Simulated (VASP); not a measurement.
A run of VASP 6.6.1:

INCAR

```
SYSTEM = TaRu
PREC = Accurate ; ENCUT = 600
EDIFF = 1E-7 ; ISMEAR = -1
SIGMA = 0.05 ; LREAL = .FALSE.
LASPH = .TRUE. ; NELM = 80
ALGO = Normal ; ISIF = 4
LWAVE = .FALSE. ; LCHARG = .FALSE.
GGA = PS ; IBRION = 2
NSW = 50 ; EDIFFG = -0.01
```

File KPOINTS:

```
regular mesh
0
G
  12 12 11
  0 0 0
```

POSCAR

```
TaRu
1.0
    2.8806070920      0.0000000000      0.0000000000
    0.0000000000      2.8806070920      0.0000000000
    0.0000000000      0.0000000000      3.2300282854
Ta Ru
1 1
Direct
    0.5000000000      0.5000000000      0.5000000000
    0.0000000000      0.0000000000      0.0000000000
```

Potentials or basis: VASP PAW PBE potentials, release 64 (Ta_pv, Ru_pv).

Launch:

```sh
$ cat potpaw_PBE.64/Ta_pv/POTCAR potpaw_PBE.64/Ru_pv/POTCAR > POTCAR
$ mpirun -np 1 vasp_std > vasp.out
```

Hardware: 1 thread of Intel Xeon 6975P-C, with other jobs on the host.

Question: Estimate the wall time of this run.

Answer: Run time: 2.9 min on 1 thread of Intel Xeon 6975P-C (shared host), peak memory 0.23 GiB. Counts: scf iterations 26, k points 168, ion steps 3.
